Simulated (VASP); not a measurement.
Input of a VASP 6.6.1 run:

The input INCAR:

```
ALGO     = Normal         # electronic algorithm
EDIFF    = 1E-8           # SCF threshold, eV
ENCUT    = 520            # plane-wave cutoff, eV
GGA      = PE             # functional
IBRION   = 8              # ionic algorithm
ISIF     = 2              # what is computed and relaxed
ISMEAR   = 0              # smearing method
LASPH    = True           # aspherical terms in the spheres
LCHARG   = False          # write CHGCAR
LEPSILON = True           # dielectric tensor by DFPT
LREAL    = False          # projectors in reciprocal space
LWAVE    = False          # write WAVECAR
NELM     = 80             # most SCF steps
NSW      = 1              # ionic steps
PREC     = Accurate       # precision mode
SIGMA    = 0.01           # smearing width, eV
```

The input KPOINTS:

```
k-points
0
Gamma
  8 8 8
```

File POSCAR:

```
CdS
1.0
    0.0000000000      2.9636036761      2.9636036761
    2.9636036761      0.0000000000      2.9636036761
    2.9636036761      2.9636036761      0.0000000000
Cd S
1 1
Direct
    0.0000000000      0.0000000000      0.0000000000
    0.7500000000      0.7500000000      0.7500000000
```

Potentials or basis: VASP PAW PBE potentials, release 64 (Cd, S).

Run with:

```bash
$ cat potpaw_PBE.64/Cd/POTCAR potpaw_PBE.64/S/POTCAR > POTCAR
$ mpirun -np 1 vasp_std > vasp.out
```

Problem. What does it give for the electronic dielectric tensor (diagonal)?

Solution. 6.70.

Problem. Estimate the Born charges (mean of the diagonal).

Solution. Cd +2.26; S -2.26 e.

Problem. What does it give for the highest phonon frequency at Γ, LO-TO splitting left out?

Solution. 219 cm⁻¹.

Electronic dielectric tensor:
```
6.70 0.00 0.00
0.00 6.70 0.00
0.00 0.00 6.70
```
